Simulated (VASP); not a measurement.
Write the native input for VASP 6.6.1 that does the following.

| Item | Value |
| --- | --- |
| Task | single point |
| Functional | PBE |
| Potentials or basis | VASP PAW PBE potentials, release 64 (C) |
| Cutoff | 520 eV |
| k mesh | 12 × 12 × 12 |
| Occupations | gaussian, width 0.05 eV |
| Spin | no spin polarisation |
| Dipole correction | no |
| Further INCAR settings | ALGO = Normal; EDIFF = 1e-06; NBANDS = 11 |

The structure of C lies in POSCAR:

```
C
1.0
    0.0000000000      1.8582682837      1.7285611575
    1.8582682837      0.0000000000      1.7285611575
    1.8582682837      1.8582682837      0.0000000000
C
2
Direct
    0.5000000000      0.5000000000      0.5000000000
    0.7500000000      0.7500000000      0.7500000000
```

This cell differs from its parent crystal: volume 5.969 Å^3 an atom, c/a of the conventional cell 0.9302.

The input as run:

INCAR

```
SYSTEM = C
PREC = Accurate ; ENCUT = 520
EDIFF = 1E-6 ; ISMEAR = 0
SIGMA = 0.05 ; LREAL = .False.
LASPH = .True. ; NELM = 80
ALGO = Normal ; ISIF = 2
LWAVE = .False. ; LCHARG = .False.
GGA = PE ; NBANDS = 11
```

KPOINTS

```
Automatic mesh
0
Gamma
  12 12 12
  0 0 0
```

Potentials or basis: VASP PAW PBE potentials, release 64 (C).

Command:

```console
$ cat potpaw_PBE.64/C/POTCAR > POTCAR
$ mpirun -np 1 vasp_std > vasp.out
```

Results of the run:

* Pressure: -18.0 GPa
* Band gap on the k mesh: 2.33 eV, indirect (least direct gap 4.27 eV)

Run time: 7.2 s on 1 thread of Intel(R) Xeon(R) 6975P-C (Granite Rapids), with other jobs on the host, peak memory 0.13 GiB.
